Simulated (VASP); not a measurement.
Co2W3: single point with PBE

Co2W3:

```
Co W
1.0
     2.73855    0.00000    0.00000
    -1.36927    2.37165    0.00000
     0.00000    0.00000   21.77908
Co W
4 6
Direct
  0.66667 0.33333 0.90360
  0.66667 0.33333 0.09640
  0.66667 0.33333 0.28947
  0.66667 0.33333 0.71053
  0.33333 0.66667 0.80721
  0.33333 0.66667 0.00000
  0.33333 0.66667 0.19279
  0.33333 0.66667 0.38603
  0.33333 0.66667 0.61397
  0.66667 0.33333 0.50000
```

| Property | Result |
| --- | --- |
| Program | VASP 6.6.1 |
| Task | single point |
| Functional | PBE |
| Potentials or basis | VASP PAW PBE potentials, release 64 (Co, W_sv) |
| Cutoff | 520 eV |
| k mesh | 6 × 6 × 1 |
| Occupations | gaussian, width 0.1 eV |
| Spin | collinear spin, ferromagnetic start |
| Starting moments | [3.0, 3.0, 3.0, 3.0, 0.0, 0.0, 0.0, 0.0, 0.0, 0.0] μB |

```yaml
Pressure: 0.4 GPa
Largest_force: 0.029 eV/Å
Net_moment: 0.22 μB per cell
Site_moments: Co +0.26, -0.17 (each value once); W +0.01, -0.01 (each value once) μB
Valence_electrons_inside_the_program's_atomic_spheres: Co 8.27, 8.26 (each value once); W 12.11, 12.12, 12.08 (each value once)
```

Forces on the atoms (eV/Å):
```
Co   0.000  0.000 -0.002
Co   0.000  0.000  0.002
Co   0.000  0.000  0.000
Co   0.000  0.000  0.000
W    0.000  0.000  0.007
W    0.000  0.000  0.000
W    0.000  0.000 -0.007
W    0.000  0.000 -0.029
W    0.000  0.000  0.029
W    0.000  0.000  0.000
```

Stress tensor (GPa, compression positive):
```
0.60 0.00 0.00
0.00 0.60 0.00
0.00 0.00 0.04
```

Levels at points of the mesh, in eV from the Fermi level:
Spin up:
```
           k point  band 60  band 61  band 62  band 63  band 64  band 65
(0.00, 0.00, 0.00)    -0.38    -0.19    -0.19    -0.13    -0.13     0.00
(0.50, 0.00, 0.00)     0.37     0.56     1.63     1.69     1.81     1.84
```
Spin down:
| k point | band 58 | band 59 | band 60 | band 61 | band 62 | band 63 | band 64 | band 65 | band 66 | band 67 |
| --- | --- | --- | --- | --- | --- | --- | --- | --- | --- | --- |
| (0.00, 0.00, 0.00) | -0.39 | -0.39 | -0.38 | -0.18 | -0.18 | -0.13 | -0.13 | 0.01 | 0.13 | 0.13 |
| (0.50, 0.00, 0.00) | 0.21 | 0.23 | 0.39 | 0.55 | 1.69 | 1.70 | 1.82 | 1.84 | 1.86 | 1.97 |

It took 6.8 min on 1 thread of AMD EPYC 7R13 Processor (Zen 3), with other jobs on the host, peak memory 0.33 GiB.

Caveat: the k points lie up to 0.44 Å⁻¹ apart; spin-orbit coupling is left out, which moves the levels of the heavy elements.
